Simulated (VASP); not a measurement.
# Ir (Fd-3m) in VASP: further runs, part 2 of 2

VASP 6.6.1.

### Step 4. Single point, PBEsol

INCAR reads:

```
SYSTEM = Ir
PREC     = Accurate       ! precision mode
ENCUT    = 520            ! plane-wave cutoff, eV
EDIFF    = 1E-7           ! SCF threshold, eV
ISMEAR   = -1             ! smearing method
SIGMA    = 0.05           ! smearing width, eV
LREAL    = .False.        ! projectors in reciprocal space
LASPH    = .True.         ! aspherical terms in the spheres
NELM     = 100            ! most SCF steps
ALGO     = Normal         ! electronic algorithm
ISIF     = 2              ! what is computed and relaxed
LWAVE    = .False.        ! write WAVECAR
LCHARG   = .False.        ! write CHGCAR
GGA      = PS             ! functional
NBANDS   = 16             ! bands
```

KPOINTS reads:

```
regular mesh
0
Gamma
  13 13 13
  0 0 0
```

POSCAR reads:

```
Ir
1.0
    0.0000000000      2.3849528477      2.3849528477
    2.3849528477      0.0000000000      2.3849528477
    2.3849528477      2.3849528477      0.0000000000
Ir
2
Direct
   -0.1250000000     -0.1250000000     -0.1250000000
    0.1250000000      0.1250000000      0.1250000000
```

Potentials or basis: VASP PAW PBE potentials, release 64 (Ir).

The run is started by

```bash
$ cat potpaw_PBE.64/Ir/POTCAR > POTCAR
$ mpirun -np 1 vasp_std > vasp.out
```

OUTCAR:

```text
SYSTEM = Ir
   PREC = Accurate
   ENCUT = 520
   EDIFF = 1E-7
   ISMEAR = -1
   LREAL = .False.
   LASPH = .True.
   NELM = 100
   ISIF = 2
   GGA = PS

 ion  position               nearest neighbor table
   1  0.875  0.875  0.875-   2 2.07   2 2.07   2 2.07   2 2.07
   2  0.125  0.125  0.125-   1 2.07   1 2.07   1 2.07   1 2.07

  LATTYP: Found a face centered cubic cell.
 ALAT       =     4.7699056954

  Lattice vectors:

 A1 = (   0.0000000000,   2.3849528477,   2.3849528477)
[... 627 lines left out ...]
      3       3.4726      2.00000
      4       4.1050      2.00000
      5       4.1511      2.00000
      6       5.4666      2.00000
[... 8 lines left out ...]
     15      23.7727      0.00000
     16      28.1873      0.00000

 [... further k-points ...]
[... 5 lines left out ...]
  --------------------------------------------------------------------------------------
  -------------------------------------------------------------------------------------
  Total       38.2524182     38.2524182     38.2524182     -0.0000000      0.0000000     -0.0000000
  in kB     2258.9160465   2258.9160465   2258.9160465     -0.0000000      0.0000000     -0.0000000
  external PRESSURE =    2258.9160465 kB  Pullay stress =       0.0000000 kB

 VOLUME and BASIS-vectors are now :
 -----------------------------------------------------------------------------
  energy-cutoff  :      520.00
  volume of cell :       27.13
      direct lattice vectors                 reciprocal lattice vectors
     0.000000000  2.384952848  2.384952848    -0.209647751  0.209647751  0.209647751
     2.384952848  0.000000000  2.384952848     0.209647751 -0.209647751  0.209647751
     2.384952848  2.384952848  0.000000000     0.209647751  0.209647751 -0.209647751

 POSITION                                       TOTAL-FORCE (eV/Angst)
 -----------------------------------------------------------------------------------
      4.17367      4.17367      4.17367         0.000000      0.000000      0.000000
      0.59624      0.59624      0.59624        -0.000000     -0.000000     -0.000000
 -----------------------------------------------------------------------------------
    total drift:                                0.000000     -0.000000     -0.000000

  FREE ENERGIE OF THE ION-ELECTRON SYSTEM (eV)
  ---------------------------------------------------
  free  energy   TOTEN  =       -10.2112113096 eV

  energy  without entropy=      -10.2034303499  energy(sigma->0) =      -10.20732083
```

Wall time 60 s (1 thread of AMD EPYC 7R13, shared host); peak memory 0.15 GiB.

What came out:

```
Free energy            : -10.2112 eV
Pressure               : 225.9 GPa
Band gap on the k mesh : zero (band 9 reaches 13.90 eV, above the bottom of band 10 at 10.83 eV)
```

Caveat: the PAW data sets were made with another functional, which shifts forces and pressure a little; spin-orbit coupling is left out, which moves the levels of the heavy elements.

### Step 5. Single point, PBEsol

This run uses another cell than the first one, of 13.57 Å³/atom, 1.182 times its volume.

INCAR reads:

```
SYSTEM = Ir
ALGO = Normal ; EDIFF = 1E-7
ENCUT = 520 ; GGA = PS
ISIF = 2 ; ISMEAR = 1
LASPH = .True. ; LCHARG = .True.
LELF = .True. ; LREAL = .False.
LVHAR = .True. ; LWAVE = .False.
NBANDS = 16 ; NELM = 80
PREC = Accurate ; SIGMA = 0.01
```

KPOINTS reads:

```
k-points
0
Gamma
  13 13 13
  0 0 0
```

POSCAR is that of step 4.

The run is started by

```bash
$ cat potpaw_PBE.64/Ir/POTCAR > POTCAR
$ mpirun -np 1 vasp_std > vasp.out
```

It took 53 s on 1 thread of AMD EPYC 7R13, shared host; peak memory 0.15 GiB.

Results (log left out):

```yaml
Free_energy: -10.2064 eV
Pressure: 225.9 GPa
Band_gap_on_the_k_mesh: zero (band 9 reaches 13.90 eV, above the bottom of band 10 at 10.83 eV)
```

Levels at points of the mesh, in eV from the Fermi level:
| k point | band 6 | band 7 | band 8 | band 9 | band 10 | band 11 | band 12 | band 13 |
| --- | --- | --- | --- | --- | --- | --- | --- | --- |
| (0.00, 0.00, 0.00) | -7.43 | -2.86 | -2.86 | -2.86 | 2.38 | 2.38 | 11.66 | 13.21 |

Caveat: the PAW data sets were made with another functional, which shifts forces and pressure a little; spin-orbit coupling is left out, which moves the levels of the heavy elements.

### Step 6. Single point, PBEsol (volume scaled by 0.75)

INCAR reads:

```
PREC = Accurate ; ENCUT = 520
EDIFF = 1E-7 ; ISMEAR = -1
SIGMA = 0.05 ; LREAL = F
LASPH = T ; NELM = 100
ALGO = Normal ; ISIF = 2
LWAVE = F ; LCHARG = F
GGA = PS ; NBANDS = 16
```

KPOINTS reads:

```
Automatic mesh
0
Gamma
  13 13 13
```

POSCAR reads:

```
Ir
1.0
    0.0000000000      2.5014726914      2.5014726914
    2.5014726914      0.0000000000      2.5014726914
    2.5014726914      2.5014726914      0.0000000000
Ir
2
Direct
   -0.1250000000     -0.1250000000     -0.1250000000
    0.1250000000      0.1250000000      0.1250000000
```

Potentials or basis: VASP PAW PBE potentials, release 64 (Ir).

The run is started by

```bash
$ cat potpaw_PBE.64/Ir/POTCAR > POTCAR
$ mpirun -np 1 vasp_std > vasp.out
```

Wall time 55 s (1 thread of AMD EPYC 7R13, shared host); peak memory 0.15 GiB.

The run converged. Its results:

```yaml
Free_energy: -14.4673 eV
Pressure: 111.7 GPa
Band_gap_on_the_k_mesh: zero (band 9 reaches 11.10 eV, above the bottom of band 10 at 8.52 eV)
```

Levels at points of the mesh, in eV from the Fermi level:
| k point | band 5 | band 6 | band 7 | band 8 | band 9 | band 10 | band 11 | band 12 | band 13 | band 14 |
| --- | --- | --- | --- | --- | --- | --- | --- | --- | --- | --- |
| (0.00, 0.00, 0.00) | -6.53 | -6.53 | -2.52 | -2.52 | -2.52 | 1.73 | 1.73 | 11.62 | 12.46 | 13.07 |

Caveat: the cell differs from its parent crystal (volume scaled by 0.75); the PAW data sets were made with another functional, which shifts forces and pressure a little; spin-orbit coupling is left out, which moves the levels of the heavy elements.

### Step 7. The runs side by side

```tsv
cell	smearing	gap on the mesh (eV)	pressure (GPa)
a = 3.190 Å, angles 60.0°, 2 atoms	fermi-dirac 0.05 eV	none	431.5
a = 3.373 Å, angles 60.0°, 2 atoms	fermi-dirac 0.05 eV	none	225.9
a = 3.373 Å, angles 60.0°, 2 atoms	methfessel-paxton 0.01 eV	none	225.9
a = 3.538 Å, angles 60.0°, 2 atoms	fermi-dirac 0.05 eV	none	111.7
```

Alike in all rows: task single point; level PBEsol; potentials or basis VASP PAW PBE potentials, release 64 (Ir); no spin polarisation; k mesh 13 × 13 × 13; cutoff (eV) 520.

Caveats: the PAW data sets were made with another functional, which shifts forces and pressure a little; spin-orbit coupling is left out, which moves the levels of the heavy elements.

Total energies depend on the potentials used, so only differences within one code and one set of settings carry meaning.
